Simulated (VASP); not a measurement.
Cu3Pt: relaxation of cell and atoms with LDA

Crystal: Cu3Pt.

```
Cu Pt
1.0
     3.71000    0.00000    0.00000
     0.00000    3.71000    0.00000
     0.00000    0.00000    3.71000
Cu Pt
3 1
Direct
  0.00000 0.50000 0.50000
  0.50000 0.00000 0.50000
  0.50000 0.50000 0.00000
  0.00000 0.00000 0.00000
```

```
Program                : VASP 6.6.1
Task                   : relaxation of cell and atoms
Functional             : LDA
Potentials or basis    : VASP PAW LDA potentials, release 64 (Cu, Pt)
Cutoff                 : 600 eV
k mesh                 : 6 × 6 × 6
Occupations            : fermi-dirac, width 0.1 eV
Spin                   : no spin polarisation
Dipole correction      : no
Further INCAR settings : ALGO = Normal; EDIFF = 1e-06; IBRION = 2; EDIFFG = -0.005; NSW = 80; ISIF = 3
```

| Property | Result |
| --- | --- |
| Relaxed volume | 11.99 Å³/atom |
| Relaxed cell | a = 3.633 Å, b = 3.633 Å, c = 3.633 Å, α = 90.00°, β = 90.00°, γ = 90.00° |
| Space group after relaxing (to 0.05 Å) | Pm-3m (No. 221) |
| Energy gained by relaxing | 30.2 meV/atom |
| Ionic steps | 6 |
| Pressure after relaxing | 0.0 GPa |

The path:
| step | energy change (eV) | largest force (eV/Å) | pressure (GPa) | volume (Å³) |
| --- | --- | --- | --- | --- |
| 1 | 0.0000 | 0.0000 | -11.55 | 51.06 |
| 2 | 0.0660 | 0.0000 | 19.03 | 44.56 |
| 3 | -0.1206 | 0.0000 | -0.21 | 47.99 |
| 4 | -0.1206 | 0.0000 | 0.12 | 47.93 |
| 5 | -0.1206 | 0.0000 | -0.26 | 47.99 |
| 6 | -0.1206 | 0.0000 | 0.05 | 47.95 |

Final structure:
```yaml
crystal:
  lattice:
    - [3.63290, 0.00000, 0.00000]
    - [0.00000, 3.63290, 0.00000]
    - [0.00000, 0.00000, 3.63290]
  atoms:
    - { symbol: Cu, position: [0.00000, 0.50000, 0.50000] }
    - { symbol: Cu, position: [0.50000, 0.00000, 0.50000] }
    - { symbol: Cu, position: [0.50000, 0.50000, 0.00000] }
    - { symbol: Pt, position: [0.00000, 0.00000, 0.00000] }
```

Levels at points of the mesh, in eV from the Fermi level:
| k point | band 20 | band 21 | band 22 | band 23 | band 24 | band 25 |
| --- | --- | --- | --- | --- | --- | --- |
| (0.00, 0.00, 0.00) | -0.05 | -0.05 | 1.88 | 1.88 | 1.88 | 7.65 |
| (0.50, 0.00, 0.00) | -1.25 | -1.11 | -0.10 | 6.96 | 6.96 | 7.92 |
| (0.50, 0.50, 0.00) | -1.57 | -0.02 | -0.02 | 0.96 | 1.95 | 9.47 |
| (0.50, 0.50, 0.50) | -0.49 | -0.49 | -0.46 | -0.46 | -0.46 | 4.14 |

Wall time 3.8 min on 1 thread of AMD EPYC 7R43 64-Core Processor (Zen 3), with other jobs on the host, peak memory 0.14 GiB.

Caveat: spin-orbit coupling is left out, which moves the levels of the heavy elements. Zero-point motion and thermal expansion aren't in these numbers.
